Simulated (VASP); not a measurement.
# InP (F-43m) in VASP: notebook, part 2 of 2

VASP 6.6.1. Earlier steps stand in the parts before.

### 3 Single point, RPBE+D4

This run uses another cell than the first one, of 23.66 Å³/atom, 0.940 times its volume.

INCAR reads:

```
  PREC = Accurate
  ENCUT = 520
  EDIFF = 1E-7
  ISMEAR = -1
  SIGMA = 0.05
  LREAL = F
  LASPH = T
  NELM = 60
  ALGO = Normal
  ISIF = 2
  LWAVE = F
  LCHARG = F
  GGA = RP
  IVDW = 13
  NBANDS = 16
```

KPOINTS reads:

```
regular mesh
0
Gamma
  8 8 8
```

POSCAR reads:

```
InP
1.0
    0.0000000000      2.8706770916      2.8706770916
    2.8706770916      0.0000000000      2.8706770916
    2.8706770916      2.8706770916      0.0000000000
In P
1 1
Direct
    0.0000000000      0.0000000000      0.0000000000
    0.7500000000      0.7500000000      0.7500000000
```

Potentials or basis: VASP PAW PBE potentials, release 64 (In_d, P).

Started as:

```
$ cat potpaw_PBE.64/In_d/POTCAR potpaw_PBE.64/P/POTCAR > POTCAR
$ mpirun -np 1 vasp_std > vasp.out
```

Run time: 20 s. Hardware: 1 thread of Intel Xeon 6975P-C (Granite Rapids), shared host; peak memory 0.17 GiB.

The run converged. Its results:

| Item | Value |
| --- | --- |
| Free energy | -8.8468 eV |
| Pressure | 5.6 GPa |
| Band gap on the k mesh | 1.18 eV, direct |
| Dispersion energy per atom | -0.650 eV |

Levels at points of the mesh, in eV from the valence-band top:
```
           k point  band 7  band 8  band 9  band 10  band 11  band 12
(0.00, 0.00, 0.00)    0.00    0.00    0.00     1.18     4.12     4.12
(0.50, 0.00, 0.00)   -6.02   -1.06   -1.06     1.75     4.85     4.85
(0.50, 0.50, 0.00)   -5.98   -2.52   -2.52     1.76     2.33     9.75
```

Caveat: the PAW data sets were made with another functional, which shifts forces and pressure a little; spin-orbit coupling is left out, which moves the levels of the heavy elements. Expect the measured gap to be larger: semilocal functionals such as RPBE lack the derivative discontinuity.

### 4 Single point, PBE exchange alone

This run uses another cell than the first one, of 23.66 Å³/atom, 0.940 times its volume.

INCAR reads:

```
SYSTEM = InP
  PREC = Accurate
  ENCUT = 520
  EDIFF = 1E-6
  ISMEAR = -1
  SIGMA = 0.05
  LREAL = .FALSE.
  LASPH = .TRUE.
  NELM = 60
  ALGO = Normal
  ISIF = 2
  LWAVE = .FALSE.
  LCHARG = .FALSE.
  GGA = PE
  ALDAC = 0.0
  AGGAC = 0.0
  NBANDS = 16
```

KPOINTS reads:

```
Automatic mesh
0
G
  8 8 8
  0 0 0
```

POSCAR is that of step 3.

Potentials or basis: VASP PAW PBE potentials, release 64 (In_d, P).

Started as:

```
$ cat potpaw_PBE.64/In_d/POTCAR potpaw_PBE.64/P/POTCAR > POTCAR
$ mpirun -np 1 vasp_std > vasp.out
```

OUTCAR:

```text
SYSTEM = InP
   PREC = Accurate
   ENCUT = 520
   EDIFF = 1E-6
   ISMEAR = -1
   LREAL = .FALSE.
   LASPH = .TRUE.
   NELM = 60
   ISIF = 2
   GGA = PE

 ion  position               nearest neighbor table
   1  0.000  0.000  0.000-   2 2.49   2 2.49   2 2.49   2 2.49
   2  0.750  0.750  0.750-   1 2.49   1 2.49   1 2.49   1 2.49

  LATTYP: Found a face centered cubic cell.
 ALAT       =     5.7413541832

  Lattice vectors:

 A1 = (   0.0000000000,   2.8706770916,   2.8706770916)
 A2 = (   2.8706770916,   0.0000000000,   2.8706770916)
 A3 = (   2.8706770916,   2.8706770916,   0.0000000000)

Analysis of symmetry for initial positions (statically):
=====================================================================
 Subroutine PRICEL returns:
 Original cell was already a primitive cell.

 Routine SETGRP: Setting up the symmetry group for a
 face centered cubic supercell.

 Subroutine GETGRP returns: Found 24 space group operations
 (whereof 24 operations were pure point group operations)
 out of a pool of 48 trial point group operations.

The static configuration has the point symmetry T_d .
[... 157 lines left out ...]

  energy without entropy =       -5.29448444  energy(sigma->0) =       -5.29448457

 E-fermi :   7.9286     XC(G=0):  -7.9427

 val. band max:        7.3794021619   @ k =   0.0000   0.0000   0.0000
 cond. band min:       8.4177801795   @ k =   0.0000   0.0000   0.0000
 fundamental gap:      1.0383780177
 Fermi energy:         7.9286349762

 k-point     1 :       0.0000    0.0000    0.0000
  band No.  band energies     occupation
      1      -6.8307      2.00000
      2      -6.8307      2.00000
      3      -6.8307      2.00000
      4      -6.6416      2.00000
      5      -6.6416      2.00000
      6      -4.5741      2.00000
[... 433 lines left out ...]
      3      -6.7448      2.00000
      4      -6.6491      2.00000
      5      -6.6253      2.00000
      6      -2.2924      2.00000
[... 8 lines left out ...]
     15      18.3905      0.00000
     16      19.0123      0.00000

 [... further k-points ...]

------------------------ aborting loop because EDIFF is reached ----------------------------------------

  FORCE on cell =-STRESS in cart. coord.  units (eV):
  Direction    XX          YY          ZZ          XY          YZ          ZX
  --------------------------------------------------------------------------------------
  -------------------------------------------------------------------------------------
  Total        5.4530691      5.4530691      5.4530691      0.0000000      0.0000000     -0.0000000
  in kB      184.6581826    184.6581826    184.6581826      0.0000000      0.0000000     -0.0000000
  external PRESSURE =     184.6581826 kB  Pullay stress =       0.0000000 kB

 VOLUME and BASIS-vectors are now :
 -----------------------------------------------------------------------------
  energy-cutoff  :      520.00
  volume of cell :       47.31
      direct lattice vectors                 reciprocal lattice vectors
     0.000000000  2.870677092  2.870677092    -0.174174936  0.174174936  0.174174936
     2.870677092  0.000000000  2.870677092     0.174174936 -0.174174936  0.174174936
     2.870677092  2.870677092  0.000000000     0.174174936  0.174174936 -0.174174936

 POSITION                                       TOTAL-FORCE (eV/Angst)
 -----------------------------------------------------------------------------------
      0.00000      0.00000      0.00000         0.000000     -0.000000      0.000000
      4.30602      4.30602      4.30602        -0.000000      0.000000     -0.000000
 -----------------------------------------------------------------------------------
    total drift:                                0.000000      0.000000      0.000000

  FREE ENERGIE OF THE ION-ELECTRON SYSTEM (eV)
  ---------------------------------------------------
  free  energy   TOTEN  =        -5.2944846967 eV

  energy  without entropy=       -5.2944844411  energy(sigma->0) =       -5.29448457
```

It took 17 s on 1 thread of Intel Xeon 6975P-C (Granite Rapids), shared host; peak memory 0.17 GiB.

What came out:

- Free energy: -5.2945 eV
- Pressure: 18.5 GPa
- Band gap on the k mesh: 1.04 eV, direct

Levels at points of the mesh, in eV from the valence-band top:
```
           k point  band 7  band 8  band 9  band 10  band 11  band 12
(0.00, 0.00, 0.00)    0.00    0.00    0.00     1.04     4.11     4.11
(0.50, 0.00, 0.00)   -6.04   -1.06   -1.06     1.68     4.86     4.86
(0.50, 0.50, 0.00)   -6.03   -2.52   -2.52     1.80     2.34     9.67
```

Caveat: spin-orbit coupling is left out, which moves the levels of the heavy elements.

### 5 Summary

```tsv
level	cell	k mesh	gap on the mesh (eV)	pressure (GPa)
PBE	a = 4.144 Å, angles 60.0°, 2 atoms	6 × 6 × 6	0.71	3.3
RPBE+D4	a = 4.060 Å, angles 60.0°, 2 atoms	8 × 8 × 8	1.18	5.6
PBE exchange alone	a = 4.060 Å, angles 60.0°, 2 atoms	8 × 8 × 8	1.04	18.5
```

Alike in all rows: task single point; potentials or basis VASP PAW PBE potentials, release 64 (In_d, P); no spin polarisation; cutoff (eV) 520; smearing fermi-dirac 0.05 eV.

Caveats: spin-orbit coupling is left out, which moves the levels of the heavy elements; the PAW data sets were made with another functional, which shifts forces and pressure a little (some runs).

Absolute energies hang on the potentials; compare differences alone.
